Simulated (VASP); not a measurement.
# Re in VASP: notebook, part 3 of 3

VASP 6.6.1.

## 5. Electric field gradients, PBE (zz strain of +2 %)

INCAR reads:

```
SYSTEM = Re
  ALGO = Normal
  EDIFF = 1E-8
  ENCUT = 520
  GGA = PE
  ISIF = 2
  ISMEAR = -1
  LASPH = .True.
  LCHARG = .False.
  LEFG = .True.
  LREAL = .False.
  LWAVE = .False.
  NBANDS = 10
  NELM = 60
  PREC = Accurate
  SIGMA = 0.03
```

KPOINTS reads:

```
k-points
0
Gamma
  14 14 14
  0 0 0
```

POSCAR reads:

```
Re
1.0
    0.0000000000      1.9750000000      2.0145000000
    1.9750000000      0.0000000000      2.0145000000
    1.9750000000      1.9750000000      0.0000000000
Re
1
Direct
    0.0000000000      0.0000000000      0.0000000000
```

Potentials or basis: VASP PAW PBE potentials, release 64 (Re).

Started as:

```bash
$ cat potpaw_PBE.64/Re/POTCAR > POTCAR
$ mpirun -np 1 vasp_std > vasp.out
```

OUTCAR:

```text
SYSTEM = Re
   EDIFF = 1E-8
   ENCUT = 520
   GGA = PE
   ISIF = 2
   ISMEAR = -1
   LASPH = .True.
   LREAL = .False.
   NELM = 60
   PREC = Accurate

 ion  position               nearest neighbor table
   1  0.000  0.000  0.000-

  LATTYP: Found a body centered tetragonal cell.
 ALAT       =     2.7930717857
 C/A-ratio  =     1.4424978336

  Lattice vectors:

 A1 = (  -1.9750000000,   0.0000000000,   2.0145000000)
 A2 = (   1.9750000000,   0.0000000000,   2.0145000000)
 A3 = (   0.0000000000,   1.9750000000,  -2.0145000000)

Analysis of symmetry for initial positions (statically):
=====================================================================
 Subroutine PRICEL returns:
 Original cell was already a primitive cell.

 Routine SETGRP: Setting up the symmetry group for a
 body centered tetragonal supercell.

 Subroutine GETGRP returns: Found 16 space group operations
 (whereof 16 operations were pure point group operations)
 out of a pool of 16 trial point group operations.

The static configuration has the point symmetry D_4h.

Analysis of symmetry for dynamics (positions and initial velocities):
=====================================================================
 Subroutine PRICEL returns:
 Original cell was already a primitive cell.

 Routine SETGRP: Setting up the symmetry group for a
 body centered tetragonal supercell.

 Subroutine GETGRP returns: Found 16 space group operations
 (whereof 16 operations were pure point group operations)
 out of a pool of 16 trial point group operations.

The dynamic configuration has the point symmetry D_4h.

 Subroutine INISYM returns: Found 16 space group operations
 (whereof 16 operations are pure point group operations),
 and found     1 'primitive' translations

----------------------------------------------------------------------------------------

                                     Primitive cell

  volume of cell :      15.7156

  direct lattice vectors                    reciprocal lattice vectors
     0.000000000  1.975000000  2.014500000    -0.253164557  0.253164557  0.248200546
     1.975000000  0.000000000  2.014500000     0.253164557 -0.253164557  0.248200546
     1.975000000  1.975000000  0.000000000     0.253164557  0.253164557 -0.248200546

  length of vectors
     2.821140771  2.821140771  2.793071786     0.435646757  0.435646757  0.435646757

  position of ions in fractional coordinates (direct lattice)
     0.000000000  0.000000000  0.000000000

  ion indices of the primitive-cell ions
   primitive index   ion index
                 1           1

----------------------------------------------------------------------------------------

 KPOINTS: k-points

Automatic generation of k-mesh.
 Grid dimensions read from file:
 generate k-points for:   14   14   14

 Generating k-lattice:

  Cartesian coordinates                     Fractional coordinates (reciprocal lattice)
    -0.018083183  0.018083183  0.017728610     0.071428571 -0.000000000  0.000000000
[... 71 lines left out ...]
   NUPDOWN=      -1.0000    fix difference up-down
   EMIN   =  10.00;   EMAX   =-10.00  energy-range for DOS
   EFERMI =   0.00;   METHOD = LEGACY
   ISMEAR =    -1;   SIGMA  =   0.03  broadening in eV -4-tet -1-fermi 0-gaus
   EFERMI_NEDOS =   21; number of points for ismear=-14 and -15
   IALGO  =     38    algorithm
   IMIX   =      4    mixing-type and parameters
     AMIX     =   0.40;   BMIX     =  1.00
     AMIX_MAG =   1.60;   BMIX_MAG =  1.00
  volume/ion in A,a.u.               =      15.72       106.05
  Fermi-wavevector in a.u.,A,eV,Ry     =   1.250250  2.362631 21.267623  1.563126
  Thomas-Fermi vector in A             =   2.384253
   LORBIT       =      0    0 simple, 1 ext, 2 COOP (PROOUT), +10 PAW based schemes
   GGA     = PE    functional components
   LHFCALC =     F    Hartree Fock is set to
   AEXX    =    0.0000 exact exchange contribution
   IVDW    =     0    specifies the selected vdW correction
   LEPSILON=     F    determine dielectric tensor
   LRPA    =     F    only Hartree local field effects (RPA)
 non-spin polarized calculation
  energy-cutoff  :      520.00
  volume of cell :       15.72
 maximum number of plane-waves:       444
 NGX is ok and might be reduce to    24
   NGX = 11   NGY = 11   NGZ = 11

 number of electron       7.0000000 magnetization

 Free energy of the ion-electron system (eV)
  ---------------------------------------------------
  ext. energy  EPLUGINS =         0.00000000
  ---------------------------------------------------
  free energy    TOTEN  =       -12.31721600 eV

  energy without entropy =      -12.31320854  energy(sigma->0) =      -12.31521227

 E-fermi :   7.3451     XC(G=0): -13.3693

 val. band max:        7.3448958269   @ k =  -0.2857   0.2857   0.0714
 cond. band min:       7.3475324562   @ k =  -0.4286   0.1429   0.2857
 fundamental gap:      0.0026366293
 Fermi energy:         7.3451232268

 k-point     1 :       0.0000    0.0000    0.0000
  band No.  band energies     occupation
      1      -2.3169      2.00000
      2       5.4274      2.00000
      3       5.7016      2.00000
      4       5.7016      2.00000
      5       8.3059      0.00000
      6       8.6684      0.00000
      7      21.2030      0.00000
      8      26.0744      0.00000
      9      26.6944      0.00000
     10      26.6944      0.00000
[... 287 lines left out ...]
 k-point    24 :       0.2857    0.1429    0.0000
  band No.  band energies     occupation
      1       0.3403      2.00000
      2       4.0164      2.00000
      3       5.7608      2.00000
      4       6.8673      2.00000
      5       8.0991      0.00000
      6       9.5632      0.00000
      7      22.3622      0.00000
      8      25.1917      0.00000
      9      27.3571      0.00000
     10      27.8478      0.00000

 [... further k-points ...]

------------------------ aborting loop because EDIFF is reached ----------------------------------------

  FORCE on cell =-STRESS in cart. coord.  units (eV):
  Direction    XX          YY          ZZ          XY          YZ          ZX
  --------------------------------------------------------------------------------------
  -------------------------------------------------------------------------------------
  Total       -1.4289000     -1.4289000     -1.8332042      0.0000000     -0.0000000      0.0000000
  in kB     -145.6736289   -145.6736289   -186.8916754      0.0000000     -0.0000000      0.0000000
  external PRESSURE =    -159.4129777 kB  Pullay stress =       0.0000000 kB

 VOLUME and BASIS-vectors are now :
 -----------------------------------------------------------------------------
  energy-cutoff  :      520.00
  volume of cell :       15.72
      direct lattice vectors                 reciprocal lattice vectors
     0.000000000  1.975000000  2.014500000    -0.253164557  0.253164557  0.248200546
     1.975000000  0.000000000  2.014500000     0.253164557 -0.253164557  0.248200546
     1.975000000  1.975000000  0.000000000     0.253164557  0.253164557 -0.248200546

 POSITION                                       TOTAL-FORCE (eV/Angst)
 -----------------------------------------------------------------------------------
      0.00000      0.00000      0.00000         0.000000      0.000000      0.000000
 -----------------------------------------------------------------------------------
    total drift:                               -0.000000     -0.000000     -0.000000

  FREE ENERGIE OF THE ION-ELECTRON SYSTEM (eV)
  ---------------------------------------------------
  free  energy   TOTEN  =       -12.3172160045 eV

  energy  without entropy=      -12.3132085428  energy(sigma->0) =      -12.31521227

 Electric field gradients (V/A^2)
---------------------------------------------------------------------
 ion       V_xx      V_yy      V_zz      V_xy      V_xz      V_yz
---------------------------------------------------------------------
   1       6.540     6.540   -13.081     0.000     0.000     0.000
---------------------------------------------------------------------

 Electric field gradients after diagonalization (V/A^2)
 (convention: |V_zz| > |V_xx| > |V_yy|)
----------------------------------------------------------------------
 ion       V_xx      V_yy      V_zz     asymmetry (V_yy - V_xx)/ V_zz
----------------------------------------------------------------------
   1       6.541     6.540   -13.081       0.000
----------------------------------------------------------------------

           NMR quadrupolar parameters

 Cq : quadrupolar parameter    Cq=e*Q*V_zz/h
 eta: asymmetry parameters     (V_yy - V_xx)/ V_zz
 Q  : nuclear electric quadrupole moment in mb (millibarn)
----------------------------------------------------------------------
 ion       Cq(MHz)       eta       Q (mb)
----------------------------------------------------------------------
   1      -0.032       0.000       1.000
----------------------------------------------------------------------
```

OSZICAR:

```text
N       E                     dE             d eps       ncg     rms          rms(c)
DAV:   1     0.496412626339E+01    0.49641E+01   -0.33562E+03  7656   0.755E+02
DAV:   2    -0.126843870718E+02   -0.17649E+02   -0.16390E+02  7498   0.160E+02
DAV:   3    -0.130733111789E+02   -0.38892E+00   -0.38007E+00  7998   0.393E+01
DAV:   4    -0.130753586372E+02   -0.20475E-02   -0.20460E-02  7948   0.139E+00
DAV:   5    -0.130753618411E+02   -0.32039E-05   -0.32042E-05  7100   0.295E-02    0.265E+01
DAV:   6    -0.125037718690E+02    0.57159E+00   -0.52829E-01  7710   0.195E+01    0.988E+00
DAV:   7    -0.123236618957E+02    0.18011E+00   -0.35641E-01  7766   0.152E+01    0.102E+00
DAV:   8    -0.123176404308E+02    0.60215E-02   -0.35412E-03  7480   0.566E-01    0.215E-01
DAV:   9    -0.123172059483E+02    0.43448E-03   -0.40534E-04  7682   0.224E-01    0.195E-02
DAV:  10    -0.123172160188E+02   -0.10071E-04   -0.14769E-05  7042   0.263E-02    0.386E-03
DAV:  11    -0.123172164773E+02   -0.45843E-06   -0.33076E-07  6210   0.123E-02    0.138E-03
DAV:  12    -0.123172160484E+02    0.42884E-06   -0.47250E-08  5716   0.374E-03    0.613E-04
DAV:  13    -0.123172160287E+02    0.19714E-07   -0.16153E-09  3452   0.109E-03    0.134E-04
DAV:  14    -0.123172160050E+02    0.23714E-07   -0.86457E-10  3244   0.270E-04    0.390E-05
DAV:  15    -0.123172160045E+02    0.55570E-09   -0.12407E-10  3104   0.468E-04
   1 F= -.12317216E+02 E0= -.12315212E+02  d E =-.400746E-02
```

stdout:

```text
POSCAR found type information on POSCAR Re
 POSCAR found :  1 types and       1 ions
 scaLAPACK will be used
 LDA part: xc-table for (Slater+PW92), standard interpolation
 POSCAR, INCAR and KPOINTS ok, starting setup
 FFT: planning ... GRIDC
 FFT: planning ... GRID_SOFT
 FFT: planning ... GRID
 WAVECAR not read
 entering main loop
ion   1
```

Wall time 67 s (1 thread of Intel Xeon 8259CL, shared host); peak memory 0.17 GiB.

Results:

- Free energy: -12.3172 eV
- Pressure: -15.9 GPa
- Band gap on the k mesh: zero (an odd number of electrons rules out a gap without spin polarisation)
- Largest electric field gradient by atom: Re -13.1 V/Å²

Levels at points of the mesh, in eV from the Fermi level:
| k point | band 1 | band 2 | band 3 | band 4 | band 5 | band 6 | band 7 |
| --- | --- | --- | --- | --- | --- | --- | --- |
| (0.00, 0.00, 0.00) | -9.66 | -1.92 | -1.64 | -1.64 | 0.96 | 1.32 | 13.86 |
| (0.50, 0.00, 0.00) | -6.40 | -2.06 | -1.78 | 0.13 | 3.37 | 3.52 | 9.05 |
| (0.50, 0.50, 0.00) | -6.27 | -5.42 | 2.28 | 3.42 | 4.10 | 4.10 | 11.56 |
| (0.50, 0.00, 0.50) | -6.25 | -5.44 | 2.68 | 3.38 | 3.98 | 4.26 | 11.53 |

Electric field gradients, principal values (V/Å²):
```
atom  least  middle  greatest (by size)
1 Re  6.540   6.541             -13.081
```

Caveat: the cell differs from its parent crystal (zz strain of +2 %); the cell stands under tension; without QUAD_EFG the Cq values of the log hold for a quadrupole moment of 1 mb, not for the nuclei; spin-orbit coupling is left out, which moves the levels of the heavy elements.

## 6. Summary

| cell | gap on the mesh (eV) | pressure (GPa) |
| --- | --- | --- |
| a = 2.807 Å, angles 59.3°, 1 atom | none | -9.7 |
| a = 2.836 Å, angles 58.0°, 1 atom | none | -8.8 |
| a = 2.821, b = 2.821, c = 2.793 Å, angles 60.3, 60.3, 59.3°, 1 atom | none | -15.9 |

Alike in all rows: task electric field gradients; level PBE; potentials or basis VASP PAW PBE potentials, release 64 (Re); no spin polarisation; k mesh 14 × 14 × 14; cutoff (eV) 520; smearing fermi-dirac 0.03 eV.

Caveats: the cell stands under tension; spin-orbit coupling is left out, which moves the levels of the heavy elements.

Total energies depend on the potentials used, so only differences within one code and one set of settings carry meaning.
